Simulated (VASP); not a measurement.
# SiC (R3m) in VASP: a series of runs

SiC is run at these levels: PBEsol; tasks: single point.

All numbers are computed with VASP 6.6.1; they aren't measurements. Logs are shortened: lines on timing, memory, paths and dates and some standing lists are left out, and cuts for length are marked.

### 1 The cell of the first run

Symmetry: R3m, No. 160, trigonal system. The conventional cell has a = 3.178 Å, b = 3.178 Å, c = 7.942 Å, α = 90.00°, β = 90.00°, γ = 120.00°. Si (site symmetry 3m) has 4 C at 1.95 to 1.99 Å within 2.6 Å. C (site symmetry 3m) has 4 Si at 1.95 to 1.99 Å within 2.6 Å.

### 2 Single point, PBEsol

File INCAR:

```
PREC = Accurate
ENCUT = 520
EDIFF = 1E-6
ISMEAR = 0
SIGMA = 0.05
LREAL = False
LASPH = True
NELM = 60
ALGO = Normal
ISIF = 2
LWAVE = False
LCHARG = True
GGA = PS
LELF = True
LVHAR = True
NBANDS = 11
```

File KPOINTS:

```
Automatic mesh
0
Gamma
  12 12 12
```

File POSCAR:

```
SiC
1.0
    0.0000000000      2.2472397524      2.2472397524
    2.2472397524      0.0000000000      2.2472397524
    2.2775025810      2.2775025810     -0.0302628287
Si C
1 1
Direct
    0.0000000000      0.0000000000      0.0000000000
    0.7500000000      0.7500000000      0.7500000000
```

Potentials or basis: VASP PAW PBE potentials, release 64 (Si, C).

The run is started by

```sh
> cat potpaw_PBE.64/Si/POTCAR potpaw_PBE.64/C/POTCAR > POTCAR
> mpirun -np 1 vasp_std > vasp.out
```

OUTCAR:

```text
PREC = Accurate
   ENCUT = 520
   EDIFF = 1E-6
   ISMEAR = 0
   LREAL = False
   LASPH = True
   NELM = 60
   ISIF = 2
   GGA = PS

 ion  position               nearest neighbor table
   1  0.000  0.000  0.000-   2 1.95   2 1.95   2 1.95   2 1.99
   2  0.750  0.750  0.750-   1 1.95   1 1.95   1 1.95   1 1.99

  LATTYP: Found a trigonal (rhomboedric) cell.
 ALAT       =     3.2210172077
 COS(alpha) =     0.5132424153

  Lattice vectors:

 A1 = (   2.2775025810,   0.0302628286,  -2.2775025811)
 A2 = (   0.0302628286,   2.2775025810,  -2.2775025811)
 A3 = (   2.2775025810,   2.2775025810,  -0.0302628287)

Analysis of symmetry for initial positions (statically):
=====================================================================
 Subroutine PRICEL returns:
 Original cell was already a primitive cell.

 Routine SETGRP: Setting up the symmetry group for a
 trigonal (rhombohedral) supercell.

 Subroutine GETGRP returns: Found  6 space group operations
 (whereof  6 operations were pure point group operations)
 out of a pool of 12 trial point group operations.

The static configuration has the point symmetry C_3v.

Analysis of symmetry for dynamics (positions and initial velocities):
=====================================================================
 Subroutine PRICEL returns:
 Original cell was already a primitive cell.

 Routine SETGRP: Setting up the symmetry group for a
 trigonal (rhombohedral) supercell.

 Subroutine GETGRP returns: Found  6 space group operations
 (whereof  6 operations were pure point group operations)
 out of a pool of 12 trial point group operations.

The dynamic configuration has the point symmetry C_3v.

 Subroutine INISYM returns: Found  6 space group operations
 (whereof  6 operations are pure point group operations),
 and found     1 'primitive' translations

----------------------------------------------------------------------------------------

                                     Primitive cell

  volume of cell :      23.1560

  direct lattice vectors                    reciprocal lattice vectors
     0.000000000  2.247239752  2.247239752    -0.221026703  0.223963645  0.221026703
     2.247239752  0.000000000  2.247239752     0.223963645 -0.221026703  0.221026703
     2.277502581  2.277502581 -0.030262829     0.218089761  0.218089761 -0.218089761

  length of vectors
     3.178076936  3.178076936  3.221017208     0.384532601  0.384532601  0.377742547

  position of ions in fractional coordinates (direct lattice)
     0.000000000  0.000000000  0.000000000
     0.750000000  0.750000000  0.750000000

  ion indices of the primitive-cell ions
   primitive index   ion index
                 1           1
                 2           2

----------------------------------------------------------------------------------------

 KPOINTS: Automatic mesh

Automatic generation of k-mesh.
 Grid dimensions read from file:
 generate k-points for:   12   12   12

 Generating k-lattice:

  Cartesian coordinates                     Fractional coordinates (reciprocal lattice)
    -0.018418892  0.018663637  0.018418892     0.083333333  0.000000000  0.000000000
     0.018663637 -0.018418892  0.018418892     0.000000000  0.083333333  0.000000000
     0.018174147  0.018174147 -0.018174147     0.000000000  0.000000000  0.083333333

  Length of vectors
     0.032044383  0.032044383  0.031478546

  Shift w.r.t. Gamma in fractional coordinates (k-lattice)
     0.000000000  0.000000000  0.000000000

 Subroutine IBZKPT returns following result:
 ===========================================

 Found    189 irreducible k-points:

 Following reciprocal coordinates:
            Coordinates               Weight
  0.000000  0.000000  0.000000      1.000000
  0.083333  0.000000 -0.000000      6.000000
  0.166667  0.000000 -0.000000      6.000000
  0.250000  0.000000  0.000000      6.000000
  0.333333  0.000000  0.000000      6.000000
  0.416667  0.000000  0.000000      6.000000
[... 16 lines left out ...]
  0.500000  0.166667 -0.000000     12.000000
 -0.416667  0.166667  0.000000     12.000000
 [... further k-points ...]
   k-points           NKPTS =    189   k-points in BZ     NKDIM =    189   number of bands    NBANDS=     11
   number of dos      NEDOS =    301   number of ions     NIONS =      2
   total plane-waves  NPLWV =  13824
   dimension x,y,z NGX =    24 NGY =   24 NGZ =   24
   dimension x,y,z NGXF=    48 NGYF=   48 NGZF=   48
   ions per type =               1   1
   NGX,Y,Z   is equivalent  to a cutoff of  12.55, 12.55, 12.39 a.u.
   NGXF,Y,Z  is equivalent  to a cutoff of  25.11, 25.11, 24.77 a.u.
 SYSTEM =  unknown system
   PREC   = accura    normal or accurate (medium, high low for compatibility)
   ISTART =      0    job   : 0-new  1-cont  2-samecut
   ICHARG =      2    charge: 1-file 2-atom 10-const
   ISPIN  =      1    spin polarized calculation?
   LNONCOLLINEAR =      F non collinear calculations
   LSORBIT =      F    spin-orbit coupling
   LASPH  =      T    aspherical Exc in radial PAW
   ENCUT  =  520.0 eV  38.22 Ry    6.18 a.u.   5.91  5.91  5.99*2*pi/ulx,y,z
   NELM   =     60;   NELMIN=  2; NELMDL= -5     # of ELM steps
   EDIFF  = 0.1E-05   stopping-criterion for ELM
   LREAL  =      F    real-space projection
   EDIFFG = 0.1E-04   stopping-criterion for IOM
   NSW    =      0    number of steps for IOM
   IBRION =     -1    ionic relax: 0-MD 1-quasi-New 2-CG
   NFREE  =      0    steps in history (QN), initial steepest desc. (CG)
   ISIF   =      2    stress and relaxation
   ISYM   =      2    0-nonsym 1-usesym 2-fastsym
   POTIM  = 0.5000    time-step for ionic-motion
   TEBEG  =    0.0;   TEEND  =   0.0 temperature during run
   PSTRESS=    0.0 pullay stress
   NELECT =       8.0000    total number of electrons
   NUPDOWN=      -1.0000    fix difference up-down
   EMIN   =  10.00;   EMAX   =-10.00  energy-range for DOS
   EFERMI =   0.00;   METHOD = LEGACY
   ISMEAR =     0;   SIGMA  =   0.05  broadening in eV -4-tet -1-fermi 0-gaus
   EFERMI_NEDOS =   21; number of points for ismear=-14 and -15
   IALGO  =     38    algorithm
   IMIX   =      4    mixing-type and parameters
     AMIX     =   0.40;   BMIX     =  1.00
     AMIX_MAG =   1.60;   BMIX_MAG =  1.00
  volume/ion in A,a.u.               =      11.58        78.13
  Fermi-wavevector in a.u.,A,eV,Ry     =   1.148727  2.170780 17.953903  1.319575
  Thomas-Fermi vector in A             =   2.285401
   LORBIT       =      0    0 simple, 1 ext, 2 COOP (PROOUT), +10 PAW based schemes
   GGA     = PS    functional components
   LHFCALC =     F    Hartree Fock is set to
   AEXX    =    0.0000 exact exchange contribution
   IVDW    =     0    specifies the selected vdW correction
   LEPSILON=     F    determine dielectric tensor
   LRPA    =     F    only Hartree local field effects (RPA)
 non-spin polarized calculation
 Gauss-broadening in eV      SIGMA  =   0.05
  energy-cutoff  :      520.00
  volume of cell :       23.16
 maximum number of plane-waves:       636
   NGX = 11   NGY = 11   NGZ = 11

 number of electron       7.9999999 magnetization

 Free energy of the ion-electron system (eV)
  ---------------------------------------------------
  ext. energy  EPLUGINS =         0.00000000
  ---------------------------------------------------
  free energy    TOTEN  =       -15.74197970 eV

  energy without entropy =      -15.74197970  energy(sigma->0) =      -15.74197970

 E-fermi :   7.0903     XC(G=0): -11.0270

 val. band max:        6.8720863567   @ k =   0.0000   0.0000   0.0000
 cond. band min:       8.1613816260   @ k =   0.5000   0.5000  -0.0000
 fundamental gap:      1.2892952694
 Fermi energy:         7.0902868523

 k-point     1 :       0.0000    0.0000    0.0000
  band No.  band energies     occupation
      1      -7.7261      2.00000
      2       6.7766      2.00000
      3       6.8721      2.00000
      4       6.8721      2.00000
      5      11.6579      0.00000
      6      13.1647      0.00000
      7      13.4927      0.00000
      8      13.4927      0.00000
      9      20.6664      0.00000
     10      20.6664      0.00000
     11      21.4420      0.00000

 k-point     2 :       0.0833    0.0000   -0.0000
  band No.  band energies     occupation
      1      -7.6002      2.00000
      2       6.1405      2.00000
      3       6.6953      2.00000
      4       6.7735      2.00000
      5      11.9290      0.00000
      6      13.3769      0.00000
      7      13.5595      0.00000
      8      13.6597      0.00000
      9      19.9009      0.00000
     10      19.9916      0.00000
     11      21.7787      0.00000

 k-point     3 :       0.1667    0.0000   -0.0000
  band No.  band energies     occupation
      1      -7.2265      2.00000
      2       4.5649      2.00000
      3       6.4649      2.00000
      4       6.5304      2.00000
      5      11.9870      0.00000
      6      13.6678      0.00000
      7      13.9947      0.00000
      8      14.2821      0.00000
      9      19.0896      0.00000
     10      19.2852      0.00000
     11      21.3967      0.00000

 k-point     4 :       0.2500    0.0000    0.0000
  band No.  band energies     occupation
      1      -6.6199      2.00000
      2       2.7554      2.00000
      3       6.1992      2.00000
      4       6.2458      2.00000
      5      11.6971      0.00000
      6      13.8306      0.00000
      7      14.1286      0.00000
      8      15.2244      0.00000
      9      19.1004      0.00000
     10      19.4071      0.00000
     11      20.8276      0.00000
[... 239 lines left out ...]
 k-point    22 :       0.4167    0.1667    0.0000
  band No.  band energies     occupation
      1      -5.1325      2.00000
      2       0.7358      2.00000
      3       4.5573      2.00000
      4       5.0408      2.00000
      5      11.0900      0.00000
      6      13.8696      0.00000
      7      15.2996      0.00000
      8      15.5278      0.00000
      9      19.2492      0.00000
     10      22.8995      0.00000
     11      23.4327      0.00000

 k-point    23 :       0.5000    0.1667   -0.0000
  band No.  band energies     occupation
      1      -4.3401      2.00000
      2      -0.4720      2.00000
      3       4.1335      2.00000
      4       5.1179      2.00000
      5      11.1378      0.00000
      6      13.7217      0.00000
      7      14.9428      0.00000
      8      16.5774      0.00000
      9      19.7726      0.00000
     10      22.8726      0.00000
     11      23.6736      0.00000

 k-point    24 :      -0.4167    0.1667    0.0000
  band No.  band energies     occupation
      1      -4.1686      2.00000
      2      -0.7038      2.00000
      3       3.8601      2.00000
      4       5.3455      2.00000
      5      11.4025      0.00000
      6      13.6047      0.00000
      7      14.6534      0.00000
      8      16.9716      0.00000
      9      20.4494      0.00000
     10      21.1751      0.00000
     11      23.6792      0.00000

 [... further k-points ...]
[... 5 lines left out ...]
  --------------------------------------------------------------------------------------
  -------------------------------------------------------------------------------------
  Total       -2.8503311     -2.8503311     -2.8503311     -0.3809685      0.3809685      0.3809685
  in kB     -197.2160948   -197.2160948   -197.2160948    -26.3594367     26.3594367     26.3594367
  external PRESSURE =    -197.2160948 kB  Pullay stress =       0.0000000 kB

 VOLUME and BASIS-vectors are now :
 -----------------------------------------------------------------------------
  energy-cutoff  :      520.00
  volume of cell :       23.16
      direct lattice vectors                 reciprocal lattice vectors
     0.000000000  2.247239752  2.247239752    -0.221026703  0.223963645  0.221026703
     2.247239752  0.000000000  2.247239752     0.223963645 -0.221026703  0.221026703
     2.277502581  2.277502581 -0.030262829     0.218089761  0.218089761 -0.218089761

 POSITION                                       TOTAL-FORCE (eV/Angst)
 -----------------------------------------------------------------------------------
      0.00000      0.00000      0.00000         0.033298      0.033298     -0.033298
      3.39356      3.39356      3.34816        -0.033298     -0.033298      0.033298
 -----------------------------------------------------------------------------------
    total drift:                               -0.000000     -0.000000      0.000000

  FREE ENERGIE OF THE ION-ELECTRON SYSTEM (eV)
  ---------------------------------------------------
  free  energy   TOTEN  =       -15.7419796982 eV

  energy  without entropy=      -15.7419796982  energy(sigma->0) =      -15.74197970
```

It took 41 s on 1 thread of Intel Xeon 8259CL, shared host; peak memory 0.16 GiB.

What came out:

* Free energy: -15.7420 eV
* Pressure: -19.7 GPa
* Largest force: 0.058 eV/Å
* Band gap on the k mesh: 1.29 eV, indirect (least direct gap 4.22 eV)

Forces in eV/Å, atoms in the order of the input:
```
Si   0.033  0.033 -0.033
C   -0.033 -0.033  0.033
```

Caveat: the PAW data sets were made with another functional, which shifts forces and pressure a little. PBEsol gaps usually lie below the measured ones, often by a third to a half.

### 3 Single point, PBEsol

INCAR, as its differences from that of step 2:

```diff
@@ -11,6 +11,4 @@
 LWAVE = False
-LCHARG = True
+LCHARG = False
 GGA = PS
-LELF = True
-LVHAR = True
 NBANDS = 11
```

KPOINTS is that of step 2.

File POSCAR:

```
SiC
1.0
    0.0000000000      2.2774015699      2.2774015699
    2.2774015699      0.0000000000      2.2774015699
    2.2473398692      2.2473398692      0.0300617007
Si C
1 1
Direct
    0.0000000000      0.0000000000      0.0000000000
    0.7500000000      0.7500000000      0.7500000000
```

Potentials or basis: VASP PAW PBE potentials, release 64 (Si, C).

The run is started by

```sh
> cat potpaw_PBE.64/Si/POTCAR potpaw_PBE.64/C/POTCAR > POTCAR
> mpirun -np 1 vasp_std > vasp.out
```

Run time: 42 s. Hardware: 1 thread of Intel Xeon 8259CL, shared host; peak memory 0.17 GiB.

It converged, with:

| Item | Value |
| --- | --- |
| Free energy | -15.7418 eV |
| Pressure | -19.7 GPa |
| Largest force | 0.091 eV/Å |
| Band gap on the k mesh | 1.27 eV, indirect (least direct gap 4.21 eV) |

Forces on the atoms (eV/Å):
```
Si  -0.053 -0.053  0.053
C    0.053  0.053 -0.053
```

Stress tensor (GPa, compression positive):
```
-19.72   2.72  -2.72
  2.72 -19.72  -2.72
 -2.72  -2.72 -19.72
```

Levels at points of the mesh, in eV from the valence-band top:
```tsv
k point	band 1	band 2	band 3	band 4	band 5	band 6	band 7	band 8	band 9
(0.00, 0.00, 0.00)	-14.62	-0.08	-0.08	0.00	4.78	6.32	6.32	6.80	13.77
(0.50, 0.00, 0.00)	-11.47	-8.06	-1.05	-1.04	4.42	6.56	6.83	9.27	14.65
(0.50, 0.50, 0.00)	-10.07	-7.55	-3.14	-2.95	1.27	3.78	12.55	12.64	13.28
(0.00, 0.00, 0.50)	-11.27	-8.04	-1.18	-1.18	4.08	6.50	6.50	9.17	14.70
```

Caveat: the PAW data sets were made with another functional, which shifts forces and pressure a little. Expect the measured gap to be larger: semilocal functionals such as PBEsol lack the derivative discontinuity.
